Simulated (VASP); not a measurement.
Here is a VASP 6.6.1 calculation.

Contents of INCAR:

```
ALGO     = Normal         # electronic algorithm
EDIFF    = 1E-6           # SCF threshold, eV
ENCUT    = 520            # plane-wave cutoff, eV
GGA      = PS             # functional
ISIF     = 2              # what is computed and relaxed
ISMEAR   = 0              # smearing method
ISPIN    = 2              # spin polarisation
LASPH    = T              # aspherical terms in the spheres
LCHARG   = T              # write CHGCAR
LELF     = T              # ELF
LMAXMIX  = 6              # l up to which the mixer works
LORBIT   = 11             # projections on sites
LREAL    = F              # projectors in reciprocal space
LVHAR    = T            
LWAVE    = F              # write WAVECAR
MAGMOM   = 7.23 0.05 0.05 # initial moments
NBANDS   = 30             # bands
NELM     = 150            # most SCF steps
PREC     = Accurate       # precision mode
SIGMA    = 0.05           # smearing width, eV
```

Contents of KPOINTS:

```
k-points
0
Gamma
  10 10 8
```

File POSCAR:

```
EuNi2
1.0
    3.9027046229      0.0000000000      0.0000000000
   -1.9513523115      3.3798413469      0.0000000000
    0.0000000000      0.0000000000      3.9390156960
Eu Ni
1 2
Direct
    0.0000000000      0.0000000000      0.0000000000
    0.3333333333      0.6666666667      0.5000000000
    0.6666666667      0.3333333333      0.5000000000
```

Potentials or basis: VASP PAW PBE potentials, release 64 (Eu, Ni).

Run with:

```console
$ cat potpaw_PBE.64/Eu/POTCAR potpaw_PBE.64/Ni/POTCAR > POTCAR
$ mpirun -np 1 vasp_std > vasp.out
```

**Question.** Estimate the pressure.

**Answer.** 1.8 GPa.

**Question.** Predict the site moments.

**Answer.** Eu +6.43; Ni +0.01 μB.

**Question.** What does it give for the net moment?

**Answer.** 6.83 μB per cell.

Stress tensor (GPa, compression positive):
```
1.93 0.00 0.00
0.00 1.93 0.00
0.00 0.00 1.67
```

Caveat: the PAW data sets were made with another functional, which shifts forces and pressure a little. The state reached can hang on the start; a lower one may exist.
